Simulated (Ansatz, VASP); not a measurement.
BeS in VASP and in Ansatz

The input INCAR:

```
SYSTEM = BeS
  PREC = Accurate
  ENCUT = 520
  EDIFF = 1E-7
  ISMEAR = -1
  SIGMA = 0.02
  LREAL = .FALSE.
  LASPH = .TRUE.
  NELM = 80
  ALGO = Normal
  ISIF = 2
  LWAVE = .FALSE.
  LCHARG = .FALSE.
  GGA = PE
  NBANDS = 11
```

KPOINTS

```
Automatic mesh
0
G
  9 9 9
  0 0 0
```

The input POSCAR:

```
BeS
1.0
    0.0000000000      2.4087243418      2.4087243418
    2.4087243418      0.0000000000      2.4087243418
    2.4087243418      2.4087243418      0.0000000000
Be S
1 1
Direct
    0.0000000000      0.0000000000      0.0000000000
    0.7500000000      0.7500000000      0.7500000000
```

Input for Ansatz:

```yaml
crystal:
  lattice:
    - [0.0, 2.4087243418, 2.4087243418]
    - [2.4087243418, 0.0, 2.4087243418]
    - [2.4087243418, 2.4087243418, 0.0]
  atoms:
    - { symbol: Be, position: [0.0, 0.0, 0.0] }
    - { symbol: S, position: [0.75, 0.75, 0.75] }
kpoints:
  mp_grid: { grid: [9, 9, 9] }
scf:
  occupations: { method: fermi_dirac, width: 0.02 }
hamiltonian:
  xc: pbe
  pseudopotentials: { kind: all_electron, lapw: { basis_error: 0.00025 } }
output:
  forces: true
  stress: true
  eigenvalues: true
```

Change from the starting cell: volume scaled by 0.98.

Alike in both runs: task single point; functional PBE; k mesh 9 × 9 × 9; occupations fermi-dirac, width 0.02 eV; no spin polarisation.

```csv
,VASP,Ansatz
version,VASP 6.6.1,Ansatz 0.2.0
potentials or method,"VASP PAW PBE potentials, release 64 (Be, S), cutoff 520 eV","all-electron LAPW, scalar-relativistic"
```

```tsv
	VASP	Ansatz	Ansatz less VASP
gap on the k mesh at the Fermi level (eV)	3.16	3.16	0.000
pressure (GPa)	3.6	3.6	-0.03
```

Ansatz ran all-electron here, and VASP with PAW potentials.
